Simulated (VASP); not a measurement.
Crystal: Y2As.

```xyz
3
Lattice="0.0000 3.3120 3.3120 3.3120 0.0000 3.3120 3.3120 3.3120 0.0000" Properties=species:S:1:pos:R:3 pbc="T T T"
Y     1.6560    1.6560    1.6560
Y     4.9681    4.9681    4.9681
As    0.0000    0.0000    0.0000
```

* Program: VASP 6.6.1
* Task: relaxation of cell and atoms
* Functional: PBE
* Potentials or basis: VASP PAW PBE potentials, release 64 (Y_sv, As)
* Cutoff: 600 eV
* k mesh: 4 × 4 × 4
* Occupations: gaussian, width 0.1 eV
* Spin: no spin polarisation

At the start: pressure 7.0 GPa; volume 24.22 Å³/atom.

Q: Where does the relaxation end?

A: Over 3 steps the energy falls by 44.6 meV/atom and the volume is 26.42 Å³/atom (+9.1 %); space group Fm-3m (No. 225, to 0.05 Å).

The path:
```tsv
step	energy change (eV)	largest force (eV/Å)	pressure (GPa)	volume (Å³)
1	0.0000	0.0000	7.04	72.66
2	-0.0690	0.0000	-3.77	84.44
3	-0.1339	0.0000	-0.02	79.26
```

Final structure:
```
CELL_PARAMETERS angstrom
0.00000 3.40940 3.40940
3.40940 0.00000 3.40940
3.40940 3.40940 0.00000
ATOMIC_POSITIONS crystal
Y 0.25000 0.25000 0.25000
Y 0.75000 0.75000 0.75000
As 0.00000 0.00000 0.00000
```

Caveat: the k points lie up to 0.40 Å⁻¹ apart in the final cell.
